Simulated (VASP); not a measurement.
Input of a VASP 6.6.1 run:

The input INCAR:

```
ALGO     = Normal         # electronic algorithm
EDIFF    = 1E-6           # SCF threshold, eV
ENCUT    = 520            # plane-wave cutoff, eV
GGA      = PS             # functional
ISIF     = 2              # what is computed and relaxed
ISMEAR   = 0              # smearing method
ISPIN    = 2              # spin polarisation
LASPH    = True           # aspherical terms in the spheres
LCHARG   = False          # write CHGCAR
LMAXMIX  = 4              # l up to which the mixer works
LORBIT   = 11             # projections on sites
LREAL    = False          # projectors in reciprocal space
LWAVE    = False          # write WAVECAR
MAGMOM   = 1.8 1.8        # initial moments
NBANDS   = 20             # bands
NELM     = 150            # most SCF steps
PREC     = Accurate       # precision mode
SIGMA    = 0.1            # smearing width, eV
```

The input KPOINTS:

```
k-points
0
Gamma
  18 18 10
```

File POSCAR:

```
Co
1.0
    2.5348469696      0.0000000000      0.0000000000
   -1.2674234848      2.1952418704      0.0000000000
    0.0000000000      0.0000000000      4.1004044432
Co
2
Direct
    0.6666666667      0.3333333333      0.2500000000
    0.3333333333      0.6666666667      0.7500000000
```

Potentials or basis: VASP PAW PBE potentials, release 64 (Co).

Launch:

```console
$ cat potpaw_PBE.64/Co/POTCAR > POTCAR
$ mpirun -np 1 vasp_std > vasp.out
```

Q: Predict the pressure.

A: -19.3 GPa.

Q: What does it give for the site moments?

A: Co +1.64 μB.

Q: What does it give for the net moment?

A: 3.23 μB per cell.

Caveat: the PAW data sets were made with another functional, which shifts forces and pressure a little.
